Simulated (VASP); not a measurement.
Here is a VASP 6.6.1 calculation.

INCAR

```
SYSTEM = InSb3
PREC     = Accurate       ! precision mode
ENCUT    = 520            ! plane-wave cutoff, eV
EDIFF    = 1E-7           ! SCF threshold, eV
ISMEAR   = 0              ! smearing method
SIGMA    = 0.15           ! smearing width, eV
LREAL    = .FALSE.        ! projectors in reciprocal space
LASPH    = .TRUE.         ! aspherical terms in the spheres
NELM     = 100            ! most SCF steps
ALGO     = Normal         ! electronic algorithm
ISIF     = 2              ! what is computed and relaxed
LWAVE    = .FALSE.        ! write WAVECAR
LCHARG   = .FALSE.        ! write CHGCAR
GGA      = PE             ! functional
NBANDS   = 22             ! bands
```

Contents of KPOINTS:

```
regular mesh
0
G
  10 10 10
  0 0 0
```

File POSCAR:

```
InSb3
1.0
    5.0223567004      0.0000000000      0.0000000000
    0.0000000000      5.0223567004      0.0000000000
    0.0000000000      0.0000000000      4.1866365455
In Sb
1 3
Direct
    0.0000000000      0.0000000000      0.0000000000
    0.5000000000      0.0000000000      0.5000000000
    0.0000000000      0.5000000000      0.5000000000
    0.5000000000      0.5000000000      0.0000000000
```

Potentials or basis: VASP PAW PBE potentials, release 64 (In_d, Sb).

Run with:

```sh
$ cat potpaw_PBE.64/In_d/POTCAR potpaw_PBE.64/Sb/POTCAR > POTCAR
$ mpirun -np 1 vasp_std > vasp.out
```

(1) Predict the pressure.

(2) What does it give for the band gap on the k mesh?

## Answers

(1) 2.7 GPa.

(2) zero (band 14 reaches 10.91 eV, above the bottom of band 15 at 6.92 eV).

Caveat: spin-orbit coupling is left out, which moves the levels of the heavy elements.
